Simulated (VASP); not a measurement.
# Ba (Im-3m) in VASP: a series of runs

Runs on Ba. Level: PBE. Tasks: single point, relaxation of cell and atoms.

Everything below comes from runs of VASP 6.6.1. Logs are shortened: lines on timing, memory, paths and dates and some standing lists are left out, and cuts for length are marked.

## (1) The cell of the first run

Symmetry: Im-3m, No. 229, cubic system. The conventional cell has a = 5.013 Å, b = 5.013 Å, c = 5.013 Å, α = 90.00°, β = 90.00°, γ = 90.00°. Ba (site symmetry m-3m) has 14 Ba at 4.34 to 5.01 Å within 5.7 Å.

## (2) Single point, PBE

INCAR

```
ALGO = Fast
EDIFF = 1E-6
ENCUT = 520
GGA = PE
ISIF = 2
ISMEAR = 0
LASPH = T
LCHARG = F
LREAL = F
LWAVE = F
NBANDS = 11
NELM = 100
PREC = Accurate
SIGMA = 0.1
```

KPOINTS

```
k-points
0
Gamma
  12 12 12
```

POSCAR

```
Ba
1.0
   -2.5065000000      2.5065000000      2.5065000000
    2.5065000000     -2.5065000000      2.5065000000
    2.5065000000      2.5065000000     -2.5065000000
Ba
1
Direct
    0.0000000000      0.0000000000      0.0000000000
```

Potentials or basis: VASP PAW PBE potentials, release 64 (Ba_sv).

Launch:

```sh
$ cat potpaw_PBE.64/Ba_sv/POTCAR > POTCAR
$ mpirun -np 1 vasp_std > vasp.out
```

OUTCAR:

```text
EDIFF = 1E-6
   ENCUT = 520
   GGA = PE
   ISIF = 2
   ISMEAR = 0
   LASPH = T
   LREAL = F
   NELM = 100
   PREC = Accurate

 ion  position               nearest neighbor table
   1  0.000  0.000  0.000-

  LATTYP: Found a body centered cubic cell.
 ALAT       =     5.0130000000

  Lattice vectors:

 A1 = (  -2.5065000000,   2.5065000000,   2.5065000000)
 A2 = (   2.5065000000,  -2.5065000000,   2.5065000000)
 A3 = (   2.5065000000,   2.5065000000,  -2.5065000000)

Analysis of symmetry for initial positions (statically):
=====================================================================
 Subroutine PRICEL returns:
 Original cell was already a primitive cell.

 Routine SETGRP: Setting up the symmetry group for a
 body centered cubic supercell.

 Subroutine GETGRP returns: Found 48 space group operations
 (whereof 48 operations were pure point group operations)
 out of a pool of 48 trial point group operations.

The static configuration has the point symmetry O_h .

Analysis of symmetry for dynamics (positions and initial velocities):
=====================================================================
 Subroutine PRICEL returns:
 Original cell was already a primitive cell.

 Routine SETGRP: Setting up the symmetry group for a
 body centered cubic supercell.

 Subroutine GETGRP returns: Found 48 space group operations
 (whereof 48 operations were pure point group operations)
 out of a pool of 48 trial point group operations.

The dynamic configuration has the point symmetry O_h .

 Subroutine INISYM returns: Found 48 space group operations
 (whereof 48 operations are pure point group operations),
 and found     1 'primitive' translations

----------------------------------------------------------------------------------------

                                     Primitive cell

  volume of cell :      62.9888

  direct lattice vectors                    reciprocal lattice vectors
    -2.506500000  2.506500000  2.506500000     0.000000000  0.199481348  0.199481348
     2.506500000 -2.506500000  2.506500000     0.199481348  0.000000000  0.199481348
     2.506500000  2.506500000 -2.506500000     0.199481348  0.199481348  0.000000000

  length of vectors
     4.341385349  4.341385349  4.341385349     0.282109228  0.282109228  0.282109228

  position of ions in fractional coordinates (direct lattice)
     0.000000000  0.000000000  0.000000000

  ion indices of the primitive-cell ions
   primitive index   ion index
                 1           1

----------------------------------------------------------------------------------------

 KPOINTS: k-points

Automatic generation of k-mesh.
 Grid dimensions read from file:
 generate k-points for:   12   12   12

 Generating k-lattice:

  Cartesian coordinates                     Fractional coordinates (reciprocal lattice)
     0.000000000  0.016623446  0.016623446     0.083333333  0.000000000  0.000000000
     0.016623446  0.000000000  0.016623446     0.000000000  0.083333333  0.000000000
     0.016623446  0.016623446  0.000000000     0.000000000  0.000000000  0.083333333

  Length of vectors
     0.023509102  0.023509102  0.023509102

  Shift w.r.t. Gamma in fractional coordinates (k-lattice)
     0.000000000  0.000000000  0.000000000

 Subroutine IBZKPT returns following result:
 ===========================================

 Found     72 irreducible k-points:

 Following reciprocal coordinates:
            Coordinates               Weight
  0.000000  0.000000  0.000000      1.000000
  0.083333  0.000000  0.000000     12.000000
  0.166667  0.000000  0.000000     12.000000
  0.250000  0.000000  0.000000     12.000000
  0.333333  0.000000  0.000000     12.000000
  0.416667  0.000000  0.000000     12.000000
[... 16 lines left out ...]
  0.333333  0.083333  0.083333     24.000000
  0.416667  0.083333  0.083333     12.000000
 [... further k-points ...]
   k-points           NKPTS =     72   k-points in BZ     NKDIM =     72   number of bands    NBANDS=     11
   number of dos      NEDOS =    301   number of ions     NIONS =      1
   total plane-waves  NPLWV =  32768
   dimension x,y,z NGX =    32 NGY =   32 NGZ =   32
   dimension x,y,z NGXF=    64 NGYF=   64 NGZF=   64
   ions per type =               1
   NGX,Y,Z   is equivalent  to a cutoff of  12.25, 12.25, 12.25 a.u.
   NGXF,Y,Z  is equivalent  to a cutoff of  24.51, 24.51, 24.51 a.u.
 SYSTEM =  unknown system
   PREC   = accura    normal or accurate (medium, high low for compatibility)
   ISTART =      0    job   : 0-new  1-cont  2-samecut
   ICHARG =      2    charge: 1-file 2-atom 10-const
   ISPIN  =      1    spin polarized calculation?
   LNONCOLLINEAR =      F non collinear calculations
   LSORBIT =      F    spin-orbit coupling
   LASPH  =      T    aspherical Exc in radial PAW
   ENCUT  =  520.0 eV  38.22 Ry    6.18 a.u.   8.07  8.07  8.07*2*pi/ulx,y,z
   NELM   =    100;   NELMIN=  2; NELMDL= -5     # of ELM steps
   EDIFF  = 0.1E-05   stopping-criterion for ELM
   LREAL  =      F    real-space projection
   EDIFFG = 0.1E-04   stopping-criterion for IOM
   NSW    =      0    number of steps for IOM
   IBRION =     -1    ionic relax: 0-MD 1-quasi-New 2-CG
   NFREE  =      0    steps in history (QN), initial steepest desc. (CG)
   ISIF   =      2    stress and relaxation
   ISYM   =      2    0-nonsym 1-usesym 2-fastsym
   POTIM  = 0.5000    time-step for ionic-motion
   TEBEG  =    0.0;   TEEND  =   0.0 temperature during run
   PSTRESS=    0.0 pullay stress
   NELECT =      10.0000    total number of electrons
   NUPDOWN=      -1.0000    fix difference up-down
   EMIN   =  10.00;   EMAX   =-10.00  energy-range for DOS
   EFERMI =   0.00;   METHOD = LEGACY
   ISMEAR =     0;   SIGMA  =   0.10  broadening in eV -4-tet -1-fermi 0-gaus
   EFERMI_NEDOS =   21; number of points for ismear=-14 and -15
   IALGO  =     68    algorithm
   IMIX   =      4    mixing-type and parameters
     AMIX     =   0.40;   BMIX     =  1.00
     AMIX_MAG =   1.60;   BMIX_MAG =  1.00
  volume/ion in A,a.u.               =      62.99       425.07
  Fermi-wavevector in a.u.,A,eV,Ry     =   0.886449  1.675146 10.691349  0.785792
  Thomas-Fermi vector in A             =   2.007617
   LORBIT       =      0    0 simple, 1 ext, 2 COOP (PROOUT), +10 PAW based schemes
   GGA     = PE    functional components
   LHFCALC =     F    Hartree Fock is set to
   AEXX    =    0.0000 exact exchange contribution
   IVDW    =     0    specifies the selected vdW correction
   LEPSILON=     F    determine dielectric tensor
   LRPA    =     F    only Hartree local field effects (RPA)
 non-spin polarized calculation
 RMM-DIIS sequential band-by-band and
 Gauss-broadening in eV      SIGMA  =   0.10
  energy-cutoff  :      520.00
  volume of cell :       62.99
 maximum number of plane-waves:      1724
   NGX = 17   NGY = 17   NGZ = 17

 number of electron      10.0000000 magnetization

 number of electron       9.9999999 magnetization

 Free energy of the ion-electron system (eV)
  ---------------------------------------------------
  ext. energy  EPLUGINS =         0.00000000
  ---------------------------------------------------
  free energy    TOTEN  =        -1.91075299 eV

  energy without entropy =       -1.90445748  energy(sigma->0) =       -1.90760524

 E-fermi :   1.6441     XC(G=0):  -7.4095

 val. band max:        1.6334796795   @ k =   0.2500   0.1667   0.1667
 cond. band min:       1.6748858993   @ k =  -0.4167  -0.4167   0.1667
 fundamental gap:      0.0414062198
 Fermi energy:         1.6440726555

 k-point     1 :       0.0000    0.0000    0.0000
  band No.  band energies     occupation
      1     -27.2377      2.00000
      2     -12.1870      2.00000
      3     -12.1870      2.00000
      4     -12.1870      2.00000
      5      -1.1037      2.00000
      6       3.4778      0.00000
      7       3.4778      0.00000
      8       3.4778      0.00000
      9       4.8790      0.00000
     10       4.8790      0.00000
     11       8.5825      0.00000

 k-point     2 :       0.0833    0.0000    0.0000
  band No.  band energies     occupation
      1     -27.2348      2.00000
      2     -12.2201      2.00000
      3     -12.1972      2.00000
      4     -12.1872      2.00000
      5      -0.9735      2.00000
      6       3.3707      0.00000
      7       3.4206      0.00000
      8       3.6103      0.00000
      9       4.7062      0.00000
     10       4.8704      0.00000
     11       8.7416      0.00000

 k-point     3 :       0.1667    0.0000    0.0000
  band No.  band energies     occupation
      1     -27.2269      2.00000
      2     -12.3087      2.00000
      3     -12.2248      2.00000
      4     -12.1878      2.00000
      5      -0.6087      2.00000
      6       3.1119      0.00000
      7       3.1714      0.00000
      8       4.0011      0.00000
      9       4.5447      0.00000
     10       4.8727      0.00000
     11       9.0288      0.00000

 k-point     4 :       0.2500    0.0000    0.0000
  band No.  band energies     occupation
      1     -27.2161      2.00000
      2     -12.4257      2.00000
      3     -12.2620      2.00000
      4     -12.1885      2.00000
      5      -0.0929      2.00000
      6       2.8071      0.00000
      7       2.8147      0.00000
      8       4.6293      0.00000
      9       4.6367      0.00000
     10       4.9379      0.00000
     11       8.8994      0.00000
[... 239 lines left out ...]
 k-point    22 :       0.2500    0.0833    0.0833
  band No.  band energies     occupation
      1     -27.2033      2.00000
      2     -12.5411      2.00000
      3     -12.3019      2.00000
      4     -12.2173      2.00000
      5       0.6502      2.00000
      6       2.4267      0.00000
      7       2.4373      0.00000
      8       4.9076      0.00000
      9       5.1821      0.00000
     10       5.8747      0.00000
     11       8.5441      0.00000

 k-point    23 :       0.3333    0.0833    0.0833
  band No.  band energies     occupation
      1     -27.1962      2.00000
      2     -12.5967      2.00000
      3     -12.3411      2.00000
      4     -12.2197      2.00000
      5       0.9597      2.00000
      6       2.2948      0.00000
      7       2.5653      0.00000
      8       4.9949      0.00000
      9       5.3649      0.00000
     10       6.6388      0.00000
     11       7.8044      0.00000

 k-point    24 :       0.4167    0.0833    0.0833
  band No.  band energies     occupation
      1     -27.1936      2.00000
      2     -12.6163      2.00000
      3     -12.3559      2.00000
      4     -12.2206      2.00000
      5       1.0285      2.00000
      6       2.2504      0.00000
      7       2.7313      0.00000
      8       4.9763      0.00000
      9       5.4527      0.00000
     10       7.1397      0.00000
     11       7.3139      0.00000

 [... further k-points ...]

------------------------ aborting loop because EDIFF is reached ----------------------------------------

  FORCE on cell =-STRESS in cart. coord.  units (eV):
  Direction    XX          YY          ZZ          XY          YZ          ZX
  --------------------------------------------------------------------------------------
  -------------------------------------------------------------------------------------
  Total        0.0355111      0.0355111      0.0355111      0.0000000      0.0000000     -0.0000000
  in kB        0.9032578      0.9032578      0.9032578      0.0000000      0.0000000     -0.0000000
  external PRESSURE =       0.9032578 kB  Pullay stress =       0.0000000 kB

 VOLUME and BASIS-vectors are now :
 -----------------------------------------------------------------------------
  energy-cutoff  :      520.00
  volume of cell :       62.99
      direct lattice vectors                 reciprocal lattice vectors
    -2.506500000  2.506500000  2.506500000     0.000000000  0.199481348  0.199481348
     2.506500000 -2.506500000  2.506500000     0.199481348  0.000000000  0.199481348
     2.506500000  2.506500000 -2.506500000     0.199481348  0.199481348  0.000000000

 POSITION                                       TOTAL-FORCE (eV/Angst)
 -----------------------------------------------------------------------------------
      0.00000      0.00000      0.00000        -0.000000     -0.000000      0.000000
 -----------------------------------------------------------------------------------
    total drift:                                0.000000      0.000000     -0.000000

  FREE ENERGIE OF THE ION-ELECTRON SYSTEM (eV)
  ---------------------------------------------------
  free  energy   TOTEN  =        -1.9107529947 eV

  energy  without entropy=       -1.9044574826  energy(sigma->0) =       -1.90760524
```

Wall time 17 s (1 thread of Intel Xeon Platinum 8488C (Sapphire Rapids), shared host); peak memory 0.2 GiB.

Results:

```
Free energy            : -1.9108 eV
Pressure               : 0.1 GPa
Band gap on the k mesh : zero (band 5 reaches 2.17 eV, above the bottom of band 6 at 1.10 eV)
```

Levels at points of the mesh, in eV from the Fermi level:
```
           k point  band 2  band 3  band 4  band 5  band 6  band 7  band 8  band 9
(0.00, 0.00, 0.00)  -13.83  -13.83  -13.83   -2.75    1.83    1.83    1.83    3.23
(0.50, 0.00, 0.00)  -14.29  -13.98  -13.83   -0.89    0.69    1.25    3.20    3.78
(0.50, 0.50, 0.50)  -14.15  -14.15  -14.15   -0.54   -0.54    4.36    4.36    4.36
```

Caveat: spin-orbit coupling is left out, which moves the levels of the heavy elements.

## (3) Relaxation of cell and atoms, PBE

INCAR

```
  PREC = Accurate
  ENCUT = 600
  EDIFF = 1E-7
  ISMEAR = 0
  SIGMA = 0.1
  LREAL = F
  LASPH = T
  NELM = 80
  ALGO = Fast
  ISIF = 3
  LWAVE = F
  LCHARG = F
  GGA = PE
  IBRION = 2
  NSW = 100
  EDIFFG = -0.005
```

KPOINTS

```
regular mesh
0
Gamma
  12 12 12
```

POSCAR is that of step 2.

Potentials or basis: VASP PAW PBE potentials, release 64 (Ba_sv).

Launch:

```sh
$ cat potpaw_PBE.64/Ba_sv/POTCAR > POTCAR
$ mpirun -np 1 vasp_std > vasp.out
```

OUTCAR:

```text
PREC = Accurate
   ENCUT = 600
   EDIFF = 1E-7
   ISMEAR = 0
   LREAL = F
   LASPH = T
   NELM = 80
   ISIF = 3
   GGA = PE
   IBRION = 2
   NSW = 100
   EDIFFG = -0.005

 ion  position               nearest neighbor table
   1  0.000  0.000  0.000-

  LATTYP: Found a body centered cubic cell.
 ALAT       =     5.0130000000

  Lattice vectors:

 A1 = (  -2.5065000000,   2.5065000000,   2.5065000000)
 A2 = (   2.5065000000,  -2.5065000000,   2.5065000000)
 A3 = (   2.5065000000,   2.5065000000,  -2.5065000000)

Analysis of symmetry for initial positions (statically):
=====================================================================
 Subroutine PRICEL returns:
 Original cell was already a primitive cell.

 Routine SETGRP: Setting up the symmetry group for a
 body centered cubic supercell.
[... 253 lines left out ...]

 k-point     1 :       0.0000    0.0000    0.0000
  band No.  band energies     occupation
      1     -27.2911      2.00000
      2     -12.2467      2.00000
      3     -12.2467      2.00000
      4     -12.2467      2.00000
      5      -1.1331      2.00000
      6       3.4304      0.00000
      7       3.4304      0.00000
      8       3.4304      0.00000
      9       4.8175      0.00000
[... 265 lines left out ...]
 k-point    24 :       0.4167    0.0833    0.0833
  band No.  band energies     occupation
      1     -27.2491      2.00000
      2     -12.6613      2.00000
      3     -12.4100      2.00000
      4     -12.2789      2.00000
      5       0.9967      2.00000
      6       2.2154      0.00000
      7       2.6688      0.00000
      8       4.9090      0.00000
      9       5.3814      0.00000

 [... further k-points ...]

------------------------ aborting loop because EDIFF is reached ----------------------------------------

  FORCE on cell =-STRESS in cart. coord.  units (eV):
  Direction    XX          YY          ZZ          XY          YZ          ZX
  --------------------------------------------------------------------------------------
  -------------------------------------------------------------------------------------
  Total       -0.0015208     -0.0015208     -0.0015208      0.0000000      0.0000000      0.0000000
  in kB       -0.0382721     -0.0382721     -0.0382721      0.0000000      0.0000000      0.0000000
  external PRESSURE =      -0.0382721 kB  Pullay stress =       0.0000000 kB
[... 16 lines left out ...]
  FREE ENERGIE OF THE ION-ELECTRON SYSTEM (eV)
  ---------------------------------------------------
  free  energy   TOTEN  =        -1.9110178651 eV

  energy  without entropy=       -1.9047727789  energy(sigma->0) =       -1.90789532

 reached required accuracy - stopping structural energy minimisation
```

CONTCAR:

```text
Ba
   1.00000000000000
    -2.5154233752715287    2.5154233752715287    2.5154233752715287
     2.5154233752715287   -2.5154233752715287    2.5154233752715287
     2.5154233752715287    2.5154233752715287   -2.5154233752715287
  Ba
     1
Direct
     0.0000000000000000    0.0000000000000000    0.0000000000000000

  0.00000000E+00  0.00000000E+00  0.00000000E+00
```

It took 1.8 min on 1 thread of Intel Xeon Platinum 8488C (Sapphire Rapids), shared host; peak memory 0.24 GiB.

Results:

```yaml
Free_energy: -1.9110 eV
Relaxed_volume: 63.66 Å³/atom
Relaxed_cell: a = 4.357 Å, b = 4.357 Å, c = 4.357 Å, α = 109.47°, β = 109.47°, γ = 109.47°
Space_group_after_relaxing_to_0.05_Å: Im-3m (No. 229)
Energy_gained_by_relaxing: 0.2 meV/atom
Ionic_steps: 3
Pressure_after_relaxing: 0.0 GPa
Band_gap_on_the_k_mesh: zero (band 5 reaches 2.12 eV, above the bottom of band 6 at 1.08 eV)
```

Step by step:
| step | energy change (eV) | largest force (eV/Å) | pressure (GPa) | volume (Å³) |
| --- | --- | --- | --- | --- |
| 1 | 0.0000 | 0.0000 | 0.09 | 62.99 |
| 2 | -0.0001 | 0.0000 | 0.04 | 63.31 |
| 3 | -0.0002 | 0.0000 | 0.00 | 63.66 |

Final structure:
```
CELL_PARAMETERS angstrom
-2.51542 2.51542 2.51542
2.51542 -2.51542 2.51542
2.51542 2.51542 -2.51542
ATOMIC_POSITIONS crystal
Ba 0.00000 0.00000 0.00000
```

Caveat: spin-orbit coupling is left out, which moves the levels of the heavy elements.

(Part 1 of 2 ends here.)
